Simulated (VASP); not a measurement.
Set up this calculation in VASP 6.6.1, as the native input.

```
Task                   : single point
Functional             : PBEsol
Potentials or basis    : VASP PAW PBE potentials, release 64 (Ag)
Cutoff                 : 520 eV
k mesh                 : 18 × 18 × 18
Occupations            : gaussian, width 0.1 eV
Spin                   : no spin polarisation
Dipole correction      : no
Further INCAR settings : ALGO = Normal; EDIFF = 1e-06; NBANDS = 12
```

The structure of Ag lies in POSCAR:

```
Ag
1.0
   -1.6125573275      1.6125573275      1.6125573275
    1.6125573275     -1.6125573275      1.6125573275
    1.6125573275      1.6125573275     -1.6125573275
Ag
1
Direct
    0.0000000000      0.0000000000      0.0000000000
```

This isn't the form of Ag at room conditions, which is fcc.

The input as run:

INCAR

```
PREC = Accurate
ENCUT = 520
EDIFF = 1E-6
ISMEAR = 0
SIGMA = 0.1
LREAL = F
LASPH = T
NELM = 80
ALGO = Normal
ISIF = 2
LWAVE = F
LCHARG = T
GGA = PS
LELF = T
LVHAR = T
NBANDS = 12
```

KPOINTS

```
regular mesh
0
Gamma
  18 18 18
```

Potentials or basis: VASP PAW PBE potentials, release 64 (Ag).

Launch:

```sh
$ cat potpaw_PBE.64/Ag/POTCAR > POTCAR
$ mpirun -np 1 vasp_std > vasp.out
```

Results of the run:

```yaml
Pressure: -0.2 GPa
Band_gap_on_the_k_mesh: zero (an odd number of electrons rules out a gap without spin polarisation)
```

Caveat: the PAW data sets were made with another functional, which shifts forces and pressure a little.

Wall time 29 s on 1 thread of Intel Xeon 8259CL (shared host), peak memory 0.17 GiB.
